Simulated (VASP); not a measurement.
# As: single point with LDA

Slab: As, a slab with vacuum.

```xyz
2
Lattice="3.2940 0.0000 0.0000 -1.6470 2.8527 0.0000 0.0000 0.0000 28.0000" Properties=species:S:1:pos:R:3 pbc="T T T"
As    0.0000    1.9018   14.7400
As    1.6470    0.9509   13.2600
```

| Quantity | Value |
| --- | --- |
| Program | VASP 6.6.1 |
| Task | single point |
| Functional | LDA |
| Potentials or basis | VASP PAW LDA potentials, release 64 (As_d) |
| Cutoff | 520 eV |
| k mesh | 9 × 9 × 1 |
| Occupations | gaussian, width 0.02 eV |
| Spin | no spin polarisation |
| Dipole correction | yes |
| Second run | valence_matched |
| Further INCAR settings | ALGO = Normal; EDIFF = 1e-06; NBANDS = 22; NELMDL = -8 |

```yaml
Largest_force: 0.365 eV/Å
Band_gap_on_the_k_mesh: 0.02 eV, indirect (least direct gap 2.31 eV)
```

Forces in eV/Å, atoms in the order of the input:
```
As   0.000  0.000 -0.365
As   0.000  0.000  0.365
```

Levels at points of the mesh, in eV from the valence-band top:
| k point | band 13 | band 14 | band 15 | band 16 | band 17 | band 18 |
| --- | --- | --- | --- | --- | --- | --- |
| (0.00, 0.00, 0.00) | -2.77 | 0.00 | 0.00 | 2.31 | 3.40 | 3.40 |

Run time: 76 s on 1 thread of Intel(R) Xeon(R) Platinum 8259CL CPU @ 2.50GHz (Skylake/Cascade Lake), with other jobs on the host, peak memory 0.28 GiB.
